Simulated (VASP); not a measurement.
A run of VASP 6.6.1:

The input POSCAR:

```
WC
1.0
    2.8734731098      0.0000000029      0.0000000000
   -1.4367365574      2.4885007087      0.0000000000
    0.0000000000      0.0000000000      2.7978455300
W C
1 1
Direct
    0.0000000000      0.0000000000      0.0000000000
    0.6666666667      0.3333333333      0.5000000000
```

INCAR.step1

```
PREC     = Accurate       # precision mode
ENCUT    = 520            # plane-wave cutoff, eV
ISMEAR   = -1             # smearing method
SIGMA    = 0.1            # smearing width, eV
LREAL    = F              # projectors in reciprocal space
LASPH    = T              # aspherical terms in the spheres
NELM     = 100            # most SCF steps
NBANDS   = 16             # bands
GGA      = PE             # functional
ALGO     = Normal         # electronic algorithm
EDIFF    = 1E-4           # SCF threshold, eV
LWAVE    = T              # write WAVECAR
LCHARG   = F              # write CHGCAR
```

Contents of INCAR.step2:

```
PREC     = Accurate       # precision mode
ENCUT    = 520            # plane-wave cutoff, eV
EDIFF    = 1E-6           # SCF threshold, eV
ISMEAR   = -1             # smearing method
SIGMA    = 0.1            # smearing width, eV
LREAL    = F              # projectors in reciprocal space
LASPH    = T              # aspherical terms in the spheres
NELM     = 100            # most SCF steps
ALGO     = Normal         # electronic algorithm
ISIF     = 2              # what is computed and relaxed
LWAVE    = F              # write WAVECAR
LCHARG   = F              # write CHGCAR
METAGGA  = R2SCAN         # meta-GGA
LMIXTAU  = T            
NBANDS   = 16             # bands
ISTART   = 1
```

KPOINTS

```
regular mesh
0
Gamma
  13 13 12
```

Potentials or basis: VASP PAW PBE potentials, release 64 (W_sv, C).

The run is started by

```bash
$ cat potpaw_PBE.64/W_sv/POTCAR potpaw_PBE.64/C/POTCAR > POTCAR
$ cp INCAR.step1 INCAR
$ mpirun -np 1 vasp_std > vasp.out
$ cp INCAR.step2 INCAR
$ mpirun -np 1 vasp_std > vasp.out
```

Hardware: 1 thread of Intel Xeon 8259CL, with other jobs on the host.

Q: Estimate the wall time of this run.

A: It took 2.7 min on 1 thread of Intel Xeon 8259CL, on a shared host, peak memory 0.18 GiB. Counts: k points 147.
